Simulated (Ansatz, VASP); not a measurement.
## Sn: VASP beside Ansatz

File POSCAR:

```
Sn
1.0
    0.0000000000      3.2513087987      3.2513087987
    3.2513087987      0.0000000000      3.2513087987
    3.2513087987      3.2513087987      0.0000000000
Sn
2
Direct
    0.0000000000      0.0000000000      0.0000000000
    0.2500000000      0.2500000000      0.2500000000
```

File INCAR.step1:

```
SYSTEM = Sn
ALGO = Normal
EDIFF = 1E-4
ENCUT = 520
GGA = PE
ISMEAR = -1
LASPH = .True.
LCHARG = .False.
LREAL = .False.
LWAVE = .True.
NBANDS = 21
NELM = 60
PREC = Accurate
SIGMA = 0.02
```

The input INCAR.step2:

```
SYSTEM = Sn
ALGO = Normal
EDIFF = 1E-6
ENCUT = 520
ISIF = 2
ISMEAR = -1
ISTART = 1
LASPH = .True.
LCHARG = .False.
LMIXTAU = .True.
LREAL = .False.
LWAVE = .False.
METAGGA = R2SCAN
NBANDS = 21
NELM = 60
PREC = Accurate
SIGMA = 0.02
```

Contents of KPOINTS:

```
k-points
0
Gamma
  6 6 6
  0 0 0
```

Input for Ansatz:

```yaml
crystal:
  lattice:
    - [0.0, 3.2513087987, 3.2513087987]
    - [3.2513087987, 0.0, 3.2513087987]
    - [3.2513087987, 3.2513087987, 0.0]
  atoms:
    - { symbol: Sn, position: [0.0, 0.0, 0.0] }
    - { symbol: Sn, position: [0.25, 0.25, 0.25] }
kpoints:
  mp_grid: { grid: [6, 6, 6] }
hamiltonian:
  xc: r2scan
scf:
  occupations: { method: fermi_dirac, width: 0.02 }
  n_extra_bands: 4
output:
  forces: true
  stress: true
  eigenvalues: true
```

Alike in both runs: task single point; functional r2SCAN; k mesh 6 × 6 × 6; occupations fermi-dirac, width 0.02 eV; no spin polarisation.

|  | VASP | Ansatz |
| --- | --- | --- |
| version | VASP 6.6.1 | Ansatz 0.2.0 |
| potentials or method | VASP PAW PBE potentials, release 64 (Sn_d) | plane waves, PAW |
| plane-wave cutoff (eV) | 520 | 500 |
| valence electrons in the cell | 28 | 28 |

|  | VASP | Ansatz | Ansatz less VASP |
| --- | --- | --- | --- |
| pressure (GPa) | 1.4 | 1.4 | +0.04 |

VASP's potentials were made for PBE, not for r2SCAN.
